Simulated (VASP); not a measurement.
Write the native input for VASP 6.6.1 that does the following.

```
Task                   : relaxation of cell and atoms
Functional             : PBE
Potentials or basis    : VASP PAW PBE potentials, release 64 (Zn, Pb_d, N)
Cutoff                 : 600 eV
k mesh                 : 7 × 7 × 3
Occupations            : fermi-dirac, width 0.05 eV
Spin                   : no spin polarisation
Dipole correction      : no
Further INCAR settings : ALGO = Normal; EDIFF = 1e-07; IBRION = 2; EDIFFG = -0.01; NSW = 80; ISIF = 3
```

The structure of ZnPb2N2 lies in POSCAR:

```
ZnPb2N2
1.0
    3.6736460000      0.0000000000      0.0000000000
   -1.8368230000      3.1814707605      0.0000000000
    0.0000000000      0.0000000000      9.2671570000
Zn Pb N
1 2 2
Direct
    0.0000000000      0.0000000000      0.5000000000
    0.6666666667      0.3333333333      0.1869300000
    0.3333333333      0.6666666667      0.8130700000
    0.0000000000      0.0000000000      0.6983200000
    0.0000000000      0.0000000000      0.3016800000
```

These files were run (other wordings do the same):

INCAR

```
SYSTEM = ZnPb2N2
PREC     = Accurate       ! precision mode
ENCUT    = 600            ! plane-wave cutoff, eV
EDIFF    = 1E-7           ! SCF threshold, eV
ISMEAR   = -1             ! smearing method
SIGMA    = 0.05           ! smearing width, eV
LREAL    = .False.        ! projectors in reciprocal space
LASPH    = .True.         ! aspherical terms in the spheres
NELM     = 80             ! most SCF steps
ALGO     = Normal         ! electronic algorithm
ISIF     = 3              ! what is computed and relaxed
LWAVE    = .False.        ! write WAVECAR
LCHARG   = .False.        ! write CHGCAR
GGA      = PE             ! functional
IBRION   = 2              ! ionic algorithm
NSW      = 80             ! ionic steps
EDIFFG   = -0.01          ! ionic threshold
```

KPOINTS

```
Automatic mesh
0
Gamma
  7 7 3
  0 0 0
```

Potentials or basis: VASP PAW PBE potentials, release 64 (Zn, Pb_d, N).

Launch:

```sh
$ cat potpaw_PBE.64/Zn/POTCAR potpaw_PBE.64/Pb_d/POTCAR potpaw_PBE.64/N/POTCAR > POTCAR
$ mpirun -np 1 vasp_std > vasp.out
```

Results of the run:

- Relaxed volume: 21.63 Å³/atom
- Relaxed cell: a = 3.673 Å, b = 3.673 Å, c = 9.260 Å, α = 90.00°, β = 90.00°, γ = 120.00°
- Space group after relaxing (to 0.1 Å): P-3m1 (No. 164)
- Energy gained by relaxing: 0.0 meV/atom
- Ionic steps: 3
- Pressure after relaxing: 0.0 GPa
- Largest force after relaxing: 0.004 eV/Å
- Band gap on the k mesh: 0.65 eV (least direct gap 1.38 eV)

Caveat: spin-orbit coupling is left out, which moves the levels of the heavy elements.

Run time: 3.5 min on 1 thread of Intel(R) Xeon(R) Platinum 8124M CPU @ 3.00GHz (Skylake/Cascade Lake), with other jobs on the host, peak memory 0.31 GiB.
